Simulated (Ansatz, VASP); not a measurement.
This is a calculation of Si for VASP 6.6.1.

Contents of INCAR:

```
PREC = Accurate
ENCUT = 520
EDIFF = 1E-7
ISMEAR = 0
SIGMA = 0.016
LREAL = False
LASPH = True
NELM = 100
ALGO = Normal
ISIF = 2
LWAVE = False
LCHARG = False
GGA = PE
NBANDS = 11
```

KPOINTS

```
Automatic mesh
0
Gamma
  8 8 8
```

POSCAR

```
Si
1.0
    0.0000000000      2.7218511865      2.7218511865
    2.7218511865      0.0000000000      2.7218511865
    2.7218511865      2.7218511865      0.0000000000
Si
2
Direct
    0.5000000000      0.5000000000      0.5000000000
    0.7500000000      0.7500000000      0.7500000000
```

Potentials or basis: VASP PAW PBE potentials, release 64 (Si).

The run is started by

```bash
$ cat potpaw_PBE.64/Si/POTCAR > POTCAR
$ mpirun -np 1 vasp_std > vasp.out
```

Task: Set up the same calculation for Ansatz 0.2.0. Potentials there: all-electron LAPW, scalar-relativistic.

Result: As run (the cutoff follows the program's own potentials):

The input input.yaml:

```yaml
crystal:
  lattice:
    - [0.0, 2.7218511865, 2.7218511865]
    - [2.7218511865, 0.0, 2.7218511865]
    - [2.7218511865, 2.7218511865, 0.0]
  atoms:
    - { symbol: Si, position: [0.5, 0.5, 0.5] }
    - { symbol: Si, position: [0.75, 0.75, 0.75] }
kpoints:
  mp_grid: { grid: [8, 8, 8] }
scf:
  occupations: { method: gaussian, width: 0.016 }
hamiltonian:
  xc: pbe
  pseudopotentials: { kind: all_electron, lapw: { basis_error: 0.001 } }
output:
  forces: true
  stress: true
  eigenvalues: true
```

Potentials or basis: all-electron LAPW, scalar-relativistic.

Command:

```console
$ ansatz run input.yaml --threads 1 --pin off --max-ram 3072MiB --backend cpu --events-out ev --progress --plain --runs-dir out
```

Both were run:

|  | VASP | Ansatz | Ansatz less VASP |
| --- | --- | --- | --- |
| gap on the k mesh at the Fermi level (eV) | 0.63 | 0.63 | -0.001 |
| least direct gap on the mesh (eV) | 2.56 | 2.56 | -0.004 |
| pressure (GPa) | 1.3 | 1.3 | +0.05 |

Ansatz ran all-electron here, and VASP with PAW potentials.
